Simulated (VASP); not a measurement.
Set up this calculation in VASP 6.6.1, as the native input.

| Property | Result |
| --- | --- |
| Task | single point |
| Functional | PBE |
| Potentials or basis | VASP PAW PBE potentials, release 64 (Ga_d, N) |
| Cutoff | 520 eV |
| k mesh | 10 × 10 × 10 |
| Occupations | fermi-dirac, width 0.02 eV |
| Spin | no spin polarisation |
| Dipole correction | no |
| Further INCAR settings | ALGO = Normal; EDIFF = 1e-07; NBANDS = 16 |

The structure of GaN lies in POSCAR:

```
GaN
1.0
    0.0215465101      2.2480095258      2.2480095258
    2.2480095258      0.0215465101      2.2480095258
    2.2480095258      2.2480095258      0.0215465101
Ga N
1 1
Direct
    0.0007339372      0.0007339372      0.0007339372
    0.2492660628      0.2492660628      0.2492660628
```

This cell differs from its parent crystal: epitaxial 111 strain -1.0%.

These files were run (other wordings do the same):

INCAR

```
PREC     = Accurate       # precision mode
ENCUT    = 520            # plane-wave cutoff, eV
EDIFF    = 1E-7           # SCF threshold, eV
ISMEAR   = -1             # smearing method
SIGMA    = 0.02           # smearing width, eV
LREAL    = False          # projectors in reciprocal space
LASPH    = True           # aspherical terms in the spheres
NELM     = 80             # most SCF steps
ALGO     = Normal         # electronic algorithm
ISIF     = 2              # what is computed and relaxed
LWAVE    = False          # write WAVECAR
LCHARG   = False          # write CHGCAR
GGA      = PE             # functional
NBANDS   = 16             # bands
```

KPOINTS

```
Automatic mesh
0
Gamma
  10 10 10
```

Potentials or basis: VASP PAW PBE potentials, release 64 (Ga_d, N).

Command:

```sh
$ cat potpaw_PBE.64/Ga_d/POTCAR potpaw_PBE.64/N/POTCAR > POTCAR
$ mpirun -np 1 vasp_std > vasp.out
```

It gave:

The pressure is 9.5 GPa, the largest force is 0.009 eV/Å and the band gap on the k mesh is 1.83 eV, direct.

Caveat: the cell differs from its parent crystal (epitaxial 111 strain -1.0%).

Run time: 80 s on 1 thread of AMD EPYC 7R13, on a shared host, peak memory 0.14 GiB.
